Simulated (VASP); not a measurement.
# Al2Cu (Ibam) in VASP: single point with PBE

Aim: the single point of Al2Cu with PBE.

Everything below comes from runs of VASP 6.6.1. Logs are shortened: lines on timing, memory, paths and dates and some standing lists are left out, and cuts for length are marked.

**1. The cell of the first run**

The structure is orthorhombic, space group Ibam (No. 72). The conventional cell has a = 6.052 Å, b = 6.294 Å, c = 4.883 Å, α = 90.00°, β = 90.00°, γ = 90.00°. Within 3.4 Å of Al (site symmetry m) lie 4 Cu at 2.60 to 2.65 Å and 11 Al at 2.77 to 3.34 Å. Cu (site symmetry 222) has 2 Cu at 2.44 Å and 8 Al at 2.60 to 2.65 Å within 3.2 Å.

**2. Single point, PBE (strain +0.0400 x Voigt [0, 1, 0, 0, 0, 0])**

INCAR

```
PREC = Accurate ; ENCUT = 520
EDIFF = 1E-6 ; ISMEAR = 0
SIGMA = 0.15 ; LREAL = F
LASPH = T ; NELM = 60
ALGO = Fast ; ISIF = 2
LWAVE = F ; LCHARG = F
GGA = PE ; NBANDS = 26
```

KPOINTS

```
regular mesh
0
Gamma
  12 12 12
```

POSCAR

```
Al2Cu
1.0
   -3.0261888737      3.1472364286      2.4416174552
    3.0261888737     -3.1472364286      2.4416174552
    3.0261888737      3.1472364286     -2.4416174552
Al Cu
4 2
Direct
    0.1587211841      0.6587211841      0.8174423682
    0.6587211841      0.8412788159      0.5000000000
    0.8412788159      0.3412788159      0.1825576318
    0.3412788159      0.1587211841      0.5000000000
    0.7500000000      0.7500000000      0.0000000000
    0.2500000000      0.2500000000      0.0000000000
```

Potentials or basis: VASP PAW PBE potentials, release 64 (Al, Cu).

The run is started by

```console
$ cat potpaw_PBE.64/Al/POTCAR potpaw_PBE.64/Cu/POTCAR > POTCAR
$ mpirun -np 1 vasp_std > vasp.out
```

OUTCAR:

```text
PREC = Accurate
   ENCUT = 520
   EDIFF = 1E-6
   ISMEAR = 0
   LREAL = F
   LASPH = T
   NELM = 60
   ISIF = 2
   GGA = PE

 ion  position               nearest neighbor table
   1  0.159  0.659  0.817-   6 2.60   5 2.60   5 2.65   6 2.65   3 2.77   3 2.92   3 2.92   2 3.11
                             2 3.11   4 3.16   4 3.16   4 3.24   4 3.24   2 3.34   2 3.34
   2  0.659  0.841  0.500-   5 2.60   6 2.60   6 2.65   5 2.65   4 2.77   4 2.92   4 2.92   1 3.11
                             1 3.11   3 3.16   3 3.16   3 3.24   3 3.24   1 3.34   1 3.34
   3  0.841  0.341  0.183-   5 2.60   6 2.60   6 2.65   5 2.65   1 2.77   1 2.92   1 2.92   4 3.11
                             4 3.11   2 3.16   2 3.16   2 3.24   2 3.24   4 3.34   4 3.34
   4  0.341  0.159  0.500-   5 2.60   6 2.60   5 2.65   6 2.65   2 2.77   2 2.92   2 2.92   3 3.11
                             3 3.11   1 3.16   1 3.16   1 3.24   1 3.24   3 3.34   3 3.34
   5  0.750  0.750  0.000-   6 2.44   6 2.44   4 2.60   2 2.60   3 2.60   1 2.60   4 2.65   2 2.65
                             1 2.65   3 2.65
   6  0.250  0.250  0.000-   5 2.44   5 2.44   4 2.60   2 2.60   1 2.60   3 2.60   2 2.65   4 2.65
                             3 2.65   1 2.65

  LATTYP: Found a body centered orthorhombic cell.
 ALAT       =     4.8832349104
 B/A-ratio  =     1.2394197409
 C/A-ratio  =     1.2889965305

  Lattice vectors:

 A1 = (   3.0261888737,  -3.1472364286,   2.4416174552)
 A2 = (  -3.0261888737,  -3.1472364286,  -2.4416174552)
 A3 = (   3.0261888737,   3.1472364286,  -2.4416174552)

Analysis of symmetry for initial positions (statically):
=====================================================================
 Subroutine PRICEL returns:
 Original cell was already a primitive cell.

 Routine SETGRP: Setting up the symmetry group for a
 body centered orthorhombic supercell.

 Subroutine GETGRP returns: Found  8 space group operations
 (whereof  4 operations were pure point group operations)
 out of a pool of  8 trial point group operations.

The static configuration has the point symmetry C_2h.
 The point group associated with its full space group is D_2h.

Analysis of symmetry for dynamics (positions and initial velocities):
=====================================================================
 Subroutine PRICEL returns:
 Original cell was already a primitive cell.

 Routine SETGRP: Setting up the symmetry group for a
 body centered orthorhombic supercell.

 Subroutine GETGRP returns: Found  8 space group operations
 (whereof  4 operations were pure point group operations)
 out of a pool of  8 trial point group operations.

The dynamic configuration has the point symmetry C_2h.
 The point group associated with its full space group is D_2h.

 Subroutine INISYM returns: Found  8 space group operations
 (whereof  4 operations are pure point group operations),
 and found     1 'primitive' translations

----------------------------------------------------------------------------------------

                                     Primitive cell

  volume of cell :      93.0171

  direct lattice vectors                    reciprocal lattice vectors
    -3.026188874  3.147236429  2.441617455     0.000000000  0.158869539  0.204782284
     3.026188874 -3.147236429  2.441617455     0.165224320  0.000000000  0.204782284
     3.026188874  3.147236429 -2.441617455     0.165224320  0.158869539  0.000000000

  length of vectors
     5.002440608  5.002440608  5.002440608     0.259182010  0.263125179  0.229213015

  position of ions in fractional coordinates (direct lattice)
     0.158721184  0.658721184  0.817442368
     0.658721184  0.841278816  0.500000000
     0.841278816  0.341278816  0.182557632
     0.341278816  0.158721184  0.500000000
     0.750000000  0.750000000  0.000000000
     0.250000000  0.250000000  0.000000000

  ion indices of the primitive-cell ions
   primitive index   ion index
                 1           1
                 2           2
                 3           3
                 4           4
                 5           5
                 6           6

----------------------------------------------------------------------------------------

 KPOINTS: regular mesh

Automatic generation of k-mesh.
 Grid dimensions read from file:
 generate k-points for:   12   12   12

 Generating k-lattice:

  Cartesian coordinates                     Fractional coordinates (reciprocal lattice)
     0.000000000  0.013239128  0.017065190     0.083333333 -0.000000000  0.000000000
     0.013768693  0.000000000  0.017065190    -0.000000000  0.083333333  0.000000000
     0.013768693  0.013239128  0.000000000     0.000000000  0.000000000  0.083333333

  Length of vectors
     0.021598501  0.021927098  0.019101085

  Shift w.r.t. Gamma in fractional coordinates (k-lattice)
     0.000000000  0.000000000  0.000000000

 Subroutine IBZKPT returns following result:
 ===========================================

 Found    280 irreducible k-points:

 Following reciprocal coordinates:
            Coordinates               Weight
  0.000000  0.000000  0.000000      1.000000
  0.083333 -0.000000  0.000000      4.000000
  0.166667  0.000000  0.000000      4.000000
  0.250000 -0.000000  0.000000      4.000000
  0.333333 -0.000000  0.000000      4.000000
  0.416667 -0.000000  0.000000      4.000000
[... 16 lines left out ...]
  0.250000  0.166667  0.000000      8.000000
  0.333333  0.166667  0.000000      8.000000
 [... further k-points ...]
   k-points           NKPTS =    280   k-points in BZ     NKDIM =    280   number of bands    NBANDS=     26
   number of dos      NEDOS =    301   number of ions     NIONS =      6
   total plane-waves  NPLWV =  64000
   dimension x,y,z NGX =    40 NGY =   40 NGZ =   40
   dimension x,y,z NGXF=    80 NGYF=   80 NGZF=   80
   ions per type =               4   2
   NGX,Y,Z   is equivalent  to a cutoff of  13.29, 13.29, 13.29 a.u.
   NGXF,Y,Z  is equivalent  to a cutoff of  26.59, 26.59, 26.59 a.u.
 SYSTEM =  unknown system
   PREC   = accura    normal or accurate (medium, high low for compatibility)
   ISTART =      0    job   : 0-new  1-cont  2-samecut
   ICHARG =      2    charge: 1-file 2-atom 10-const
   ISPIN  =      1    spin polarized calculation?
   LNONCOLLINEAR =      F non collinear calculations
   LSORBIT =      F    spin-orbit coupling
   LASPH  =      T    aspherical Exc in radial PAW
   ENCUT  =  520.0 eV  38.22 Ry    6.18 a.u.   9.30  9.30  9.30*2*pi/ulx,y,z
   NELM   =     60;   NELMIN=  2; NELMDL= -5     # of ELM steps
   EDIFF  = 0.1E-05   stopping-criterion for ELM
   LREAL  =      F    real-space projection
   EDIFFG = 0.1E-04   stopping-criterion for IOM
   NSW    =      0    number of steps for IOM
   IBRION =     -1    ionic relax: 0-MD 1-quasi-New 2-CG
   NFREE  =      0    steps in history (QN), initial steepest desc. (CG)
   ISIF   =      2    stress and relaxation
   ISYM   =      2    0-nonsym 1-usesym 2-fastsym
   POTIM  = 0.5000    time-step for ionic-motion
   TEBEG  =    0.0;   TEEND  =   0.0 temperature during run
   PSTRESS=    0.0 pullay stress
   NELECT =      34.0000    total number of electrons
   NUPDOWN=      -1.0000    fix difference up-down
   EMIN   =  10.00;   EMAX   =-10.00  energy-range for DOS
   EFERMI =   0.00;   METHOD = LEGACY
   ISMEAR =     0;   SIGMA  =   0.15  broadening in eV -4-tet -1-fermi 0-gaus
   EFERMI_NEDOS =   21; number of points for ismear=-14 and -15
   IALGO  =     68    algorithm
   IMIX   =      4    mixing-type and parameters
     AMIX     =   0.40;   BMIX     =  1.00
     AMIX_MAG =   1.60;   BMIX_MAG =  1.00
  volume/ion in A,a.u.               =      15.50       104.62
  Fermi-wavevector in a.u.,A,eV,Ry     =   1.170523  2.211969 18.641686  1.370125
  Thomas-Fermi vector in A             =   2.306981
   LORBIT       =      0    0 simple, 1 ext, 2 COOP (PROOUT), +10 PAW based schemes
   GGA     = PE    functional components
   LHFCALC =     F    Hartree Fock is set to
   AEXX    =    0.0000 exact exchange contribution
   IVDW    =     0    specifies the selected vdW correction
   LEPSILON=     F    determine dielectric tensor
   LRPA    =     F    only Hartree local field effects (RPA)
 non-spin polarized calculation
 RMM-DIIS sequential band-by-band and
 Gauss-broadening in eV      SIGMA  =   0.15
  energy-cutoff  :      520.00
  volume of cell :       93.02
 maximum number of plane-waves:      2524
 NGX is ok and might be reduce to    40
   NGX = 19   NGY = 19   NGZ = 19

 number of electron      34.0000005 magnetization

 Free energy of the ion-electron system (eV)
  ---------------------------------------------------
  ext. energy  EPLUGINS =         0.00000000
  ---------------------------------------------------
  free energy    TOTEN  =       -23.32131302 eV

  energy without entropy =      -23.29900056  energy(sigma->0) =      -23.31015679

 E-fermi :   7.5450     XC(G=0): -10.6918

 val. band max:        7.5387564648   @ k =  -0.2500  -0.1667   0.1667
 cond. band min:       7.5468246466   @ k =   0.3333  -0.3333   0.1667
 fundamental gap:      0.0080681819
 Fermi energy:         7.5449611101

 k-point     1 :       0.0000    0.0000    0.0000
  band No.  band energies     occupation
      1      -2.9243      2.00000
      2       2.3941      2.00000
      3       2.6320      2.00000
      4       2.6399      2.00000
      5       2.6586      2.00000
      6       3.5057      2.00000
[... 18 lines left out ...]
     25      12.6034      0.00000
     26      13.0693      0.00000

 k-point     2 :       0.0833   -0.0000    0.0000
  band No.  band energies     occupation
      1      -2.8540      2.00000
      2       2.3895      2.00000
      3       2.6217      2.00000
      4       2.6478      2.00000
      5       2.6561      2.00000
      6       3.4890      2.00000
[... 18 lines left out ...]
     25      13.1503      0.00000
     26      13.4449      0.00000

 k-point     3 :       0.1667    0.0000    0.0000
  band No.  band energies     occupation
      1      -2.6436      2.00000
      2       2.3796      2.00000
      3       2.5116      2.00000
      4       2.6466      2.00000
      5       2.6924      2.00000
      6       3.4343      2.00000
[... 572 lines left out ...]
 k-point    23 :       0.2500    0.1667    0.0000
  band No.  band energies     occupation
      1      -1.4930      2.00000
      2       1.1952      2.00000
      3       1.8499      2.00000
      4       2.3439      2.00000
      5       3.1599      2.00000
      6       3.2713      2.00000
[... 18 lines left out ...]
     25      13.4939      0.00000
     26      14.7606      0.00000

 k-point    24 :       0.3333    0.1667    0.0000
  band No.  band energies     occupation
      1      -0.8495      2.00000
      2       0.3253      2.00000
      3       1.5703      2.00000
      4       2.3744      2.00000
      5       3.1008      2.00000
      6       3.3107      2.00000
[... 18 lines left out ...]
     25      13.7863      0.00000
     26      14.1874      0.00000

 [... further k-points ...]
[... 5 lines left out ...]
  --------------------------------------------------------------------------------------
  -------------------------------------------------------------------------------------
  Total       -1.0316712     -3.6457609     -1.0727839     -0.0000000      0.0000000      0.0000000
  in kB      -17.7700601    -62.7965462    -18.4782058     -0.0000000      0.0000000      0.0000000
  external PRESSURE =     -33.0149374 kB  Pullay stress =       0.0000000 kB

 VOLUME and BASIS-vectors are now :
 -----------------------------------------------------------------------------
  energy-cutoff  :      520.00
  volume of cell :       93.02
      direct lattice vectors                 reciprocal lattice vectors
    -3.026188874  3.147236429  2.441617455     0.000000000  0.158869539  0.204782284
     3.026188874 -3.147236429  2.441617455     0.165224320  0.000000000  0.204782284
     3.026188874  3.147236429 -2.441617455     0.165224320  0.158869539  0.000000000

 POSITION                                       TOTAL-FORCE (eV/Angst)
 -----------------------------------------------------------------------------------
      3.98683      0.99907      0.00000        -0.111122      0.053102     -0.000000
      2.06555      0.99907      2.44162         0.111122      0.053102     -0.000000
     -0.96064      2.14817      2.44162         0.111122     -0.053102      0.000000
      0.96064      2.14817      0.00000        -0.111122     -0.053102      0.000000
      0.00000      0.00000      3.66243         0.000000      0.000000      0.000000
      0.00000      0.00000      1.22081         0.000000      0.000000      0.000000
 -----------------------------------------------------------------------------------
    total drift:                               -0.000000     -0.000000      0.000000

  FREE ENERGIE OF THE ION-ELECTRON SYSTEM (eV)
  ---------------------------------------------------
  free  energy   TOTEN  =       -23.3213130203 eV

  energy  without entropy=      -23.2990005645  energy(sigma->0) =      -23.31015679
```

It took 9.6 min on 1 thread of Intel Xeon Platinum 8559C (Emerald Rapids), shared host; peak memory 0.66 GiB.

What came out:

```yaml
Free_energy: -23.3213 eV
Pressure: -3.3 GPa
Largest_force: 0.123 eV/Å
Band_gap_on_the_k_mesh: zero (bands 17 and 18 overlap by 4.26 eV)
```

Forces on the atoms (eV/Å):
```
Al  -0.111  0.053  0.000
Al   0.111  0.053  0.000
Al   0.111 -0.053  0.000
Al  -0.111 -0.053  0.000
Cu   0.000  0.000  0.000
Cu   0.000  0.000  0.000
```

Caveat: the cell differs from its parent crystal (strain +0.0400 x Voigt [0, 1, 0, 0, 0, 0]); the cell stands under tension.
